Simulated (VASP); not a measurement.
Write the native input for VASP 6.6.1 that does the following.

```
Task                   : single point
Functional             : r2SCAN
Potentials or basis    : VASP PAW PBE potentials, release 64 (Cu, C, O)
Cutoff                 : 520 eV
k mesh                 : 3 × 6 × 6
Occupations            : methfessel-paxton, width 0.0745 eV
Spin                   : no spin polarisation
Dipole correction      : no
Further INCAR settings : ALGO = Normal; EDIFF = 1e-06
```

The system is CuCO4.

```
Cu C O
1.0
    -4.32042    4.32042    5.85722
     2.16021   -2.16021    2.92861
     2.16021    2.16021   -2.92861
Cu C O
2 2 8
Direct
  0.25000 0.50000 0.00000
  0.75000 0.50000 0.00000
  0.00000 0.00000 0.00000
  0.50000 0.00000 0.00000
  0.14560 0.29120 0.33060
  0.64560 0.29120 0.33060
  0.35440 0.03940 0.00000
  0.85440 0.03940 0.00000
  0.48030 0.96060 0.66940
  0.98030 0.96060 0.66940
  0.01970 0.70880 0.00000
  0.51970 0.70880 0.00000
```

The input as run:

POSCAR

```
CuCO4
1.0
   -4.3204185700      4.3204185700      5.8572242600
    2.1602092900     -2.1602092900      2.9286121300
    2.1602092900      2.1602092900     -2.9286121300
Cu C O
2 2 8
Direct
    0.2500000000      0.5000000000      0.0000000000
    0.7500000000      0.5000000000      0.0000000000
    0.0000000000      0.0000000000      0.0000000000
    0.5000000000      0.0000000000      0.0000000000
    0.1456000000      0.2912000000      0.3306000000
    0.6456000000      0.2912000000      0.3306000000
    0.3544000000      0.0394000000      0.0000000000
    0.8544000000      0.0394000000      0.0000000000
    0.4803000000      0.9606000000      0.6694000000
    0.9803000000      0.9606000000      0.6694000000
    0.0197000000      0.7088000000      0.0000000000
    0.5197000000      0.7088000000      0.0000000000
```

INCAR.step1

```
PREC = Accurate
ENCUT = 520
ISMEAR = -5
SIGMA = 0.0745
LREAL = False
LASPH = True
NELM = 100
LMAXMIX = 4
GGA = PE
ALGO = Normal
EDIFF = 1E-4
LWAVE = True
LCHARG = False
```

INCAR.step2

```
PREC = Accurate
ENCUT = 520
EDIFF = 1E-6
ISMEAR = 1
SIGMA = 0.0745
LREAL = False
LASPH = True
NELM = 100
ALGO = Normal
ISIF = 2
LWAVE = False
LCHARG = False
LMAXMIX = 4
METAGGA = R2SCAN
LMIXTAU = True
LORBIT = 11
ISTART = 1
```

KPOINTS

```
Automatic mesh
0
Gamma
  3 6 6
```

Potentials or basis: VASP PAW PBE potentials, release 64 (Cu, C, O).

The run is started by

```bash
$ cat potpaw_PBE.64/Cu/POTCAR potpaw_PBE.64/C/POTCAR potpaw_PBE.64/O/POTCAR > POTCAR
$ cp INCAR.step1 INCAR
$ mpirun -np 1 vasp_std > vasp.out
$ cp INCAR.step2 INCAR
$ mpirun -np 1 vasp_std > vasp.out
```

It gave:

```json
{
 "Pressure": "32.6 GPa",
 "Largest force": "8.759 eV/Å",
 "Band gap on the k mesh": "zero (band 39 reaches 2.47 eV, above the bottom of band 40 at 1.94 eV)",
 "Valence electrons inside the program's atomic spheres": "Cu 9.53; C 2.92; O 5.15"
}
```

Caveat: the PAW data sets were made with another functional, which shifts forces and pressure a little; semilocal functionals often make such compounds metallic where correlation or magnetic order opens a gap, which also shifts bond lengths.

Run time: 9.8 min on 1 thread of Intel(R) Xeon(R) Platinum 8375C CPU @ 2.90GHz (Ice Lake), on a shared host, peak memory 0.34 GiB.
